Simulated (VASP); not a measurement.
Crystal: Cr5Ru.

```
Cr Ru
1.0
     0.00000    3.23951    3.23951
     3.23951    0.00000    3.23951
     3.23951    3.23951    0.00000
Cr Ru
5 1
Direct
  0.62500 0.62500 0.62500
  0.12500 0.62500 0.62500
  0.62500 0.62500 0.12500
  0.62500 0.12500 0.62500
  0.25000 0.25000 0.25000
  0.00000 0.00000 0.00000
```

* Program: VASP 6.6.1
* Task: relaxation of cell and atoms
* Functional: PBE
* Potentials or basis: VASP PAW PBE potentials, release 64 (Cr_pv, Ru_pv)
* Cutoff: 600 eV
* k mesh: 5 × 5 × 5
* Occupations: fermi-dirac, width 0.1 eV
* Spin: no spin polarisation

At the start: pressure 22.0 GPa; volume 11.33 Å³/atom.

Where does the relaxation end?

Over 9 steps the energy falls by 58.9 meV/atom and the volume is 12.21 Å³/atom (+7.8 %); space group F-43m (No. 216, to 0.1 Å) before and after.

Step by step:
```csv
step,energy change (eV),largest force (eV/Å),pressure (GPa),volume (Å³)
1,0.0000,0.6144,22.01,67.99
2,0.6892,0.3517,-25.77,84.49
3,-0.3528,0.0297,-0.92,73.55
4,-0.3535,0.0455,-0.15,73.32
5,-0.3534,0.0532,0.23,73.21
6,-0.3535,0.0214,0.33,73.18
7,-0.3535,0.0075,0.28,73.20
8,-0.3535,0.0038,-0.32,73.37
9,-0.3536,0.0020,0.00,73.28
```

Final structure:
```
CELL_PARAMETERS angstrom
0.00000 3.32141 3.32141
3.32141 0.00000 3.32141
3.32141 3.32141 0.00000
ATOMIC_POSITIONS crystal
Cr 0.62389 0.62389 0.62389
Cr 0.12834 0.62389 0.62389
Cr 0.62389 0.62389 0.12834
Cr 0.62389 0.12834 0.62389
Cr 0.25000 0.25000 0.25000
Ru 0.00000 0.00000 0.00000
```

Caveat: the run has no spin polarisation, though such a crystal can be magnetic.
